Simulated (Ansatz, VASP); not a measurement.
## One calculation of Al2Cu3, two programs

The input INCAR:

```
ALGO = Fast ; EDIFF = 1E-6
ENCUT = 520 ; GGA = PE
ISIF = 2 ; ISMEAR = 0
LASPH = T ; LCHARG = F
LREAL = F ; LWAVE = F
NBANDS = 50 ; NELM = 100
PREC = Accurate ; SIGMA = 0.1
```

KPOINTS

```
k-points
0
Gamma
  10 10 6
```

File POSCAR:

```
Al2Cu3
1.0
    4.5289412000     -2.2648240000      0.0000000000
    4.5289412000      2.2648240000      0.0000000000
   -2.3695492000      0.0000000000      6.3723972000
Al Cu
4 6
Direct
    0.0784880000      0.7206910000      0.0454830000
    0.7206910000      0.0784880000      0.5454830000
    0.2793090000      0.9215120000      0.4545170000
    0.9215120000      0.2793090000      0.9545170000
    0.1276970000      0.4709450000      0.3493510000
    0.4709450000      0.1276970000      0.8493510000
    0.5290550000      0.8723030000      0.1506490000
    0.8723030000      0.5290550000      0.6506490000
    0.6721540000      0.3278460000      0.2500000000
    0.3278460000      0.6721540000      0.7500000000
```

Input for Ansatz:

```yaml
crystal:
  lattice:
    - [4.5289412, -2.264824, 0.0]
    - [4.5289412, 2.264824, 0.0]
    - [-2.3695492, 0.0, 6.3723972]
  atoms:
    - { symbol: Al, position: [0.078488, 0.720691, 0.045483] }
    - { symbol: Al, position: [0.720691, 0.078488, 0.545483] }
    - { symbol: Al, position: [0.279309, 0.921512, 0.454517] }
    - { symbol: Al, position: [0.921512, 0.279309, 0.954517] }
    - { symbol: Cu, position: [0.127697, 0.470945, 0.349351] }
    - { symbol: Cu, position: [0.470945, 0.127697, 0.849351] }
    - { symbol: Cu, position: [0.529055, 0.872303, 0.150649] }
    - { symbol: Cu, position: [0.872303, 0.529055, 0.650649] }
    - { symbol: Cu, position: [0.672154, 0.327846, 0.25] }
    - { symbol: Cu, position: [0.327846, 0.672154, 0.75] }
basis:
  ecutwfc: 420
kpoints:
  mp_grid: { grid: [10, 10, 6] }
  band_path:
    path:
      - [[0.0, 0.0, 0.0], [-0.32116404, 0.32116404, 0.0]]
      - [[-0.67883596, -0.32116404, 0.0], [-0.5, -0.5, 0.0], [0.0, 0.0, 0.0], [-0.5, -0.5, 0.5], [-0.7118807, -0.2881193, 0.5]]
      - [[-0.2881193, 0.2881193, 0.5], [0.0, 0.0, 0.5], [0.0, 0.0, 0.0]]
      - [[-0.5, 0.0, 0.5], [0.0, 0.0, 0.0], [-0.5, 0.0, 0.0]]
    npoints: 14
hamiltonian:
  xc: pbe
scf:
  occupations: { method: gaussian, width: 0.1 }
  n_extra_bands: 25
output:
  forces: true
  stress: true
  eigenvalues: true
  populations: true
  dos: { projected: true, de: 0.02, nscf_kmesh: { grid: [12, 12, 8] } }
  bader: true
  write_density: true
  write_potential: true
  elf: true
  volumetric_format: npy
```

Alike in both runs: task single point; functional PBE; k mesh 10 × 10 × 6; occupations gaussian, width 0.1 eV; no spin polarisation.

|  | VASP | Ansatz |
| --- | --- | --- |
| version | VASP 6.6.1 | Ansatz 0.2.0 |
| potentials or method | VASP PAW PBE potentials, release 64 (Al, Cu), cutoff 520 eV | scalar-relativistic, plane waves, PAW |
| valence electrons in the cell | 78 | 126 |

Ansatz gave:

- gap on the k mesh at the Fermi level (eV): none
- pressure (GPa): 0.0
- rms of the force components (eV/Å): 0.002

Task: Which values does VASP return?

Result: gap on the k mesh at the Fermi level (eV): none; pressure (GPa): 0.3; rms of the force components (eV/Å): 0.004.

Atom by atom the forces differ by 0.003 eV/Å (rms over components). A gap of «none» marks a metal or a gap that the smearing closes. VASP's potentials hold 78 valence electrons a cell and Ansatz's 126, so a difference there can come from the potentials and not from the codes.
